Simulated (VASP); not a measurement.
# SnTe (Fm-3m) in VASP: further runs

The runs below take SnTe through single point, with PBE, RPBE, revPBE+D3(BJ).

All numbers are computed with VASP 6.6.1; they aren't measurements. Logs are shortened: lines on timing, memory, paths and dates and some standing lists are left out, and cuts for length are marked.

**1. The cell of the first run**

The structure is cubic, space group Fm-3m (No. 225). The conventional cell has a = 6.302 Å, b = 6.302 Å, c = 6.302 Å, α = 90.00°, β = 90.00°, γ = 90.00°. Te (site symmetry m-3m) has 6 Sn at 3.15 Å within 4.1 Å. Sn (site symmetry m-3m) has 6 Te at 3.15 Å within 4.1 Å.

**2. Single point, PBE**

INCAR reads:

```
SYSTEM = SnTe
PREC = Accurate
ENCUT = 520
EDIFF = 1E-6
ISMEAR = 0
SIGMA = 0.020999999999999998
LREAL = .False.
LASPH = .True.
NELM = 100
ALGO = Normal
ISIF = 2
LWAVE = .False.
LCHARG = .True.
GGA = PE
LELF = .True.
LVHAR = .True.
NBANDS = 17
```

KPOINTS reads:

```
Automatic mesh
0
Gamma
  7 7 7
  0 0 0
```

POSCAR reads:

```
SnTe
1.0
    0.0000000000      3.1508500000      3.1508500000
    3.1508500000      0.0000000000      3.1508500000
    3.1508500000      3.1508500000      0.0000000000
Te Sn
1 1
Direct
    0.5000000000      0.5000000000      0.5000000000
    0.0000000000      0.0000000000      0.0000000000
```

Potentials or basis: VASP PAW PBE potentials, release 64 (Te, Sn_d).

Launch:

```sh
$ cat potpaw_PBE.64/Te/POTCAR potpaw_PBE.64/Sn_d/POTCAR > POTCAR
$ mpirun -np 1 vasp_std > vasp.out
```

OUTCAR:

```text
SYSTEM = SnTe
   PREC = Accurate
   ENCUT = 520
   EDIFF = 1E-6
   ISMEAR = 0
   LREAL = .False.
   LASPH = .True.
   NELM = 100
   ISIF = 2
   GGA = PE

 ion  position               nearest neighbor table
   1  0.500  0.500  0.500-   2 3.15   2 3.15   2 3.15   2 3.15   2 3.15   2 3.15
   2  0.000  0.000  0.000-   1 3.15   1 3.15   1 3.15   1 3.15   1 3.15   1 3.15

  LATTYP: Found a face centered cubic cell.
 ALAT       =     6.3017000000

  Lattice vectors:

 A1 = (   0.0000000000,   3.1508500000,   3.1508500000)
 A2 = (   3.1508500000,   0.0000000000,   3.1508500000)
 A3 = (   3.1508500000,   3.1508500000,   0.0000000000)

Analysis of symmetry for initial positions (statically):
[... 33 lines left out ...]
                                     Primitive cell

  volume of cell :      62.5624

  direct lattice vectors                    reciprocal lattice vectors
     0.000000000  3.150850000  3.150850000    -0.158687338  0.158687338  0.158687338
     3.150850000  0.000000000  3.150850000     0.158687338 -0.158687338  0.158687338
     3.150850000  3.150850000  0.000000000     0.158687338  0.158687338 -0.158687338

  length of vectors
     4.455974803  4.455974803  4.455974803     0.274854533  0.274854533  0.274854533

  position of ions in fractional coordinates (direct lattice)
     0.500000000  0.500000000  0.500000000
     0.000000000  0.000000000  0.000000000

  ion indices of the primitive-cell ions
   primitive index   ion index
                 1           1
                 2           2

----------------------------------------------------------------------------------------

 KPOINTS: Automatic mesh

Automatic generation of k-mesh.
 Grid dimensions read from file:
 generate k-points for:    7    7    7

 Generating k-lattice:

  Cartesian coordinates                     Fractional coordinates (reciprocal lattice)
    -0.022669620  0.022669620  0.022669620     0.142857143  0.000000000  0.000000000
     0.022669620 -0.022669620  0.022669620     0.000000000  0.142857143  0.000000000
     0.022669620  0.022669620 -0.022669620     0.000000000  0.000000000  0.142857143

  Length of vectors
     0.039264933  0.039264933  0.039264933

  Shift w.r.t. Gamma in fractional coordinates (k-lattice)
     0.000000000  0.000000000  0.000000000

 Subroutine IBZKPT returns following result:
 ===========================================

 Found     20 irreducible k-points:

 Following reciprocal coordinates:
            Coordinates               Weight
  0.000000  0.000000  0.000000      1.000000
  0.142857  0.000000  0.000000      8.000000
  0.285714  0.000000  0.000000      8.000000
  0.428571  0.000000  0.000000      8.000000
  0.142857  0.142857  0.000000      6.000000
  0.285714  0.142857  0.000000     24.000000
[... 12 lines left out ...]
 -0.428571  0.428571  0.142857     24.000000
 -0.285714  0.428571  0.142857     24.000000
   k-points           NKPTS =     20   k-points in BZ     NKDIM =     20   number of bands    NBANDS=     17
   number of dos      NEDOS =    301   number of ions     NIONS =      2
   total plane-waves  NPLWV =  46656
   dimension x,y,z NGX =    36 NGY =   36 NGZ =   36
   dimension x,y,z NGXF=    72 NGYF=   72 NGZF=   72
   ions per type =               1   1
   NGX,Y,Z   is equivalent  to a cutoff of  13.43, 13.43, 13.43 a.u.
   NGXF,Y,Z  is equivalent  to a cutoff of  26.86, 26.86, 26.86 a.u.
 SYSTEM =  SnTe
   PREC   = accura    normal or accurate (medium, high low for compatibility)
   ISTART =      0    job   : 0-new  1-cont  2-samecut
   ICHARG =      2    charge: 1-file 2-atom 10-const
   ISPIN  =      1    spin polarized calculation?
   LNONCOLLINEAR =      F non collinear calculations
   LSORBIT =      F    spin-orbit coupling
   LASPH  =      T    aspherical Exc in radial PAW
   ENCUT  =  520.0 eV  38.22 Ry    6.18 a.u.   8.29  8.29  8.29*2*pi/ulx,y,z
   NELM   =    100;   NELMIN=  2; NELMDL= -5     # of ELM steps
   EDIFF  = 0.1E-05   stopping-criterion for ELM
   LREAL  =      F    real-space projection
   EDIFFG = 0.1E-04   stopping-criterion for IOM
   NSW    =      0    number of steps for IOM
   IBRION =     -1    ionic relax: 0-MD 1-quasi-New 2-CG
   NFREE  =      0    steps in history (QN), initial steepest desc. (CG)
   ISIF   =      2    stress and relaxation
   ISYM   =      2    0-nonsym 1-usesym 2-fastsym
   POTIM  = 0.5000    time-step for ionic-motion
   TEBEG  =    0.0;   TEEND  =   0.0 temperature during run
   PSTRESS=    0.0 pullay stress
   NELECT =      20.0000    total number of electrons
   NUPDOWN=      -1.0000    fix difference up-down
   EMIN   =  10.00;   EMAX   =-10.00  energy-range for DOS
   EFERMI =   0.00;   METHOD = LEGACY
   ISMEAR =     0;   SIGMA  =   0.02  broadening in eV -4-tet -1-fermi 0-gaus
   EFERMI_NEDOS =   21; number of points for ismear=-14 and -15
   IALGO  =     38    algorithm
   IMIX   =      4    mixing-type and parameters
     AMIX     =   0.40;   BMIX     =  1.00
     AMIX_MAG =   1.60;   BMIX_MAG =  1.00
  volume/ion in A,a.u.               =      31.28       211.10
  Fermi-wavevector in a.u.,A,eV,Ry     =   1.119387  2.115336 17.048485  1.253028
  Thomas-Fermi vector in A             =   2.256026
   LORBIT       =      0    0 simple, 1 ext, 2 COOP (PROOUT), +10 PAW based schemes
   GGA     = PE    functional components
   LHFCALC =     F    Hartree Fock is set to
   AEXX    =    0.0000 exact exchange contribution
   IVDW    =     0    specifies the selected vdW correction
   LEPSILON=     F    determine dielectric tensor
   LRPA    =     F    only Hartree local field effects (RPA)
 non-spin polarized calculation
 Gauss-broadening in eV      SIGMA  =   0.02
  energy-cutoff  :      520.00
  volume of cell :       62.56
 maximum number of plane-waves:      1705
 NGX is ok and might be reduce to    36
   NGX = 17   NGY = 17   NGZ = 17

 number of electron      19.9999998 magnetization

 Free energy of the ion-electron system (eV)
  ---------------------------------------------------
  ext. energy  EPLUGINS =         0.00000000
  ---------------------------------------------------
  free energy    TOTEN  =        -7.54728174 eV

  energy without entropy =       -7.54728174  energy(sigma->0) =       -7.54728174

 E-fermi :   6.8153     XC(G=0):  -9.4968

 val. band max:        6.7137941674   @ k =   0.4286   0.0000   0.0000
 cond. band min:       7.3753859632   @ k =   0.4286   0.0000   0.0000
 fundamental gap:      0.6615917958
 Fermi energy:         6.8153477194

 k-point     1 :       0.0000    0.0000    0.0000
  band No.  band energies     occupation
      1     -14.9456      2.00000
      2     -14.9456      2.00000
      3     -14.9396      2.00000
      4     -14.9396      2.00000
      5     -14.9396      2.00000
      6      -5.8512      2.00000
[... 9 lines left out ...]
     16      11.7061      0.00000
     17      13.7762      0.00000

 k-point     2 :       0.1429    0.0000    0.0000
  band No.  band energies     occupation
      1     -14.9465      2.00000
      2     -14.9465      2.00000
      3     -14.9393      2.00000
      4     -14.9385      2.00000
      5     -14.9385      2.00000
      6      -5.6801      2.00000
[... 9 lines left out ...]
     16      12.1219      0.00000
     17      15.0138      0.00000

 k-point     3 :       0.2857    0.0000    0.0000
  band No.  band energies     occupation
      1     -14.9487      2.00000
      2     -14.9487      2.00000
      3     -14.9386      2.00000
      4     -14.9355      2.00000
      5     -14.9355      2.00000
      6      -5.2116      2.00000
[... 9 lines left out ...]
     16      13.2638      0.00000
     17      17.4094      0.00000

 k-point     4 :       0.4286    0.0000    0.0000
  band No.  band energies     occupation
      1     -14.9506      2.00000
      2     -14.9506      2.00000
      3     -14.9381      2.00000
      4     -14.9330      2.00000
      5     -14.9330      2.00000
      6      -4.6741      2.00000
[... 9 lines left out ...]
     16      15.0040      0.00000
     17      16.5079      0.00000

 k-point     5 :       0.1429    0.1429    0.0000
  band No.  band energies     occupation
      1     -14.9485      2.00000
      2     -14.9448      2.00000
      3     -14.9403      2.00000
      4     -14.9377      2.00000
      5     -14.9377      2.00000
      6      -5.6239      2.00000
[... 9 lines left out ...]
     16      12.7980      0.00000
     17      14.0407      0.00000

 k-point     6 :       0.2857    0.1429    0.0000
  band No.  band energies     occupation
      1     -14.9512      2.00000
      2     -14.9454      2.00000
      3     -14.9401      2.00000
      4     -14.9356      2.00000
      5     -14.9349      2.00000
      6      -5.2556      2.00000
[... 9 lines left out ...]
     16      13.9643      0.00000
     17      15.4998      0.00000

 k-point     7 :       0.4286    0.1429    0.0000
  band No.  band energies     occupation
      1     -14.9529      2.00000
      2     -14.9477      2.00000
      3     -14.9385      2.00000
      4     -14.9340      2.00000
      5     -14.9324      2.00000
      6      -4.7226      2.00000
[... 9 lines left out ...]
     16      15.6371      0.00000
     17      16.4370      0.00000

 k-point     8 :      -0.4286    0.1429    0.0000
  band No.  band energies     occupation
      1     -14.9522      2.00000
      2     -14.9496      2.00000
      3     -14.9372      2.00000
      4     -14.9335      2.00000
      5     -14.9325      2.00000
      6      -4.4949      2.00000
[... 9 lines left out ...]
     16      14.8557      0.00000
     17      17.0905      0.00000

 k-point     9 :      -0.2857    0.1429    0.0000
  band No.  band energies     occupation
      1     -14.9498      2.00000
      2     -14.9496      2.00000
      3     -14.9378      2.00000
      4     -14.9349      2.00000
      5     -14.9340      2.00000
      6      -4.8990      2.00000
[... 9 lines left out ...]
     16      15.7122      0.00000
     17      16.0225      0.00000

 k-point    10 :      -0.1429    0.1429    0.0000
  band No.  band energies     occupation
      1     -14.9484      2.00000
      2     -14.9469      2.00000
      3     -14.9390      2.00000
      4     -14.9375      2.00000
      5     -14.9360      2.00000
      6      -5.4089      2.00000
[... 9 lines left out ...]
     16      13.7453      0.00000
     17      14.6058      0.00000

 k-point    11 :       0.2857    0.2857    0.0000
  band No.  band energies     occupation
      1     -14.9556      2.00000
      2     -14.9428      2.00000
      3     -14.9420      2.00000
      4     -14.9331      2.00000
      5     -14.9331      2.00000
      6      -5.0162      2.00000
[... 9 lines left out ...]
     16      15.2352      0.00000
     17      15.2366      0.00000

 k-point    12 :       0.4286    0.2857    0.0000
  band No.  band energies     occupation
      1     -14.9581      2.00000
      2     -14.9433      2.00000
      3     -14.9415      2.00000
      4     -14.9316      2.00000
      5     -14.9310      2.00000
      6      -4.5987      2.00000
[... 9 lines left out ...]
     16      16.2639      0.00000
     17      16.6943      0.00000

 k-point    13 :      -0.4286    0.2857    0.0000
  band No.  band energies     occupation
      1     -14.9569      2.00000
      2     -14.9458      2.00000
      3     -14.9387      2.00000
      4     -14.9325      2.00000
      5     -14.9309      2.00000
      6      -4.3044      2.00000
[... 9 lines left out ...]
     16      15.2998      0.00000
     17      17.6719      0.00000

 k-point    14 :      -0.2857    0.2857    0.0000
  band No.  band energies     occupation
      1     -14.9531      2.00000
      2     -14.9485      2.00000
      3     -14.9353      2.00000
      4     -14.9352      2.00000
      5     -14.9329      2.00000
      6      -4.4731      2.00000
[... 9 lines left out ...]
     16      13.8333      0.00000
     17      16.2233      0.00000

 k-point    15 :       0.4286    0.4286    0.0000
  band No.  band energies     occupation
      1     -14.9621      2.00000
      2     -14.9433      2.00000
      3     -14.9412      2.00000
      4     -14.9294      2.00000
      5     -14.9294      2.00000
      6      -4.3791      2.00000
[... 9 lines left out ...]
     16      16.9162      0.00000
     17      17.9219      0.00000

 k-point    16 :      -0.4286    0.4286    0.0000
  band No.  band energies     occupation
      1     -14.9615      2.00000
      2     -14.9423      2.00000
      3     -14.9421      2.00000
      4     -14.9298      2.00000
      5     -14.9293      2.00000
      6      -4.2425      2.00000
[... 9 lines left out ...]
     16      16.4794      0.00000
     17      16.9917      0.00000

 k-point    17 :       0.4286    0.2857    0.1429
  band No.  band energies     occupation
      1     -14.9539      2.00000
      2     -14.9457      2.00000
      3     -14.9397      2.00000
      4     -14.9334      2.00000
      5     -14.9333      2.00000
      6      -4.8494      2.00000
[... 9 lines left out ...]
     16      15.3087      0.00000
     17      16.1277      0.00000

 k-point    18 :      -0.4286    0.2857    0.1429
  band No.  band energies     occupation
      1     -14.9548      2.00000
      2     -14.9473      2.00000
      3     -14.9374      2.00000
      4     -14.9343      2.00000
      5     -14.9312      2.00000
      6      -4.4202      2.00000
[... 9 lines left out ...]
     16      15.7431      0.00000
     17      16.9560      0.00000

 k-point    19 :      -0.4286    0.4286    0.1429
  band No.  band energies     occupation
      1     -14.9593      2.00000
      2     -14.9438      2.00000
      3     -14.9406      2.00000
      4     -14.9318      2.00000
      5     -14.9294      2.00000
      6      -4.3038      2.00000
[... 9 lines left out ...]
     16      16.5737      0.00000
     17      17.5216      0.00000

 k-point    20 :      -0.2857    0.4286    0.1429
  band No.  band energies     occupation
      1     -14.9573      2.00000
      2     -14.9459      2.00000
      3     -14.9375      2.00000
      4     -14.9346      2.00000
      5     -14.9294      2.00000
      6      -4.2150      2.00000
[... 9 lines left out ...]
     16      16.7522      0.00000
     17      17.3797      0.00000

------------------------ aborting loop because EDIFF is reached ----------------------------------------

  FORCE on cell =-STRESS in cart. coord.  units (eV):
  Direction    XX          YY          ZZ          XY          YZ          ZX
  --------------------------------------------------------------------------------------
  -------------------------------------------------------------------------------------
  Total        0.8454495      0.8454495      0.8454495      0.0000000      0.0000000     -0.0000000
  in kB       21.6513557     21.6513557     21.6513557      0.0000000      0.0000000     -0.0000000
  external PRESSURE =      21.6513557 kB  Pullay stress =       0.0000000 kB

 VOLUME and BASIS-vectors are now :
 -----------------------------------------------------------------------------
  energy-cutoff  :      520.00
  volume of cell :       62.56
      direct lattice vectors                 reciprocal lattice vectors
     0.000000000  3.150850000  3.150850000    -0.158687338  0.158687338  0.158687338
     3.150850000  0.000000000  3.150850000     0.158687338 -0.158687338  0.158687338
     3.150850000  3.150850000  0.000000000     0.158687338  0.158687338 -0.158687338

 POSITION                                       TOTAL-FORCE (eV/Angst)
 -----------------------------------------------------------------------------------
      3.15085      3.15085      3.15085         0.000000     -0.000000      0.000000
      0.00000      0.00000      0.00000         0.000000      0.000000     -0.000000
 -----------------------------------------------------------------------------------
    total drift:                               -0.000000      0.000000      0.000000

  FREE ENERGIE OF THE ION-ELECTRON SYSTEM (eV)
  ---------------------------------------------------
  free  energy   TOTEN  =        -7.5472817431 eV

  energy  without entropy=       -7.5472817431  energy(sigma->0) =       -7.54728174
```

Run time: 18 s. Hardware: 1 thread of Intel Xeon 6975P-C, shared host; peak memory 0.2 GiB.

Results:

| Quantity | Value |
| --- | --- |
| Free energy | -7.5473 eV |
| Pressure | 2.2 GPa |

Caveat: this odd mesh misses L, where the gap lies, so gap, dielectric constants and Born charges aren't listed; spin-orbit coupling is left out, which moves the levels of the heavy elements.

(Part 1 of 2 ends here.)
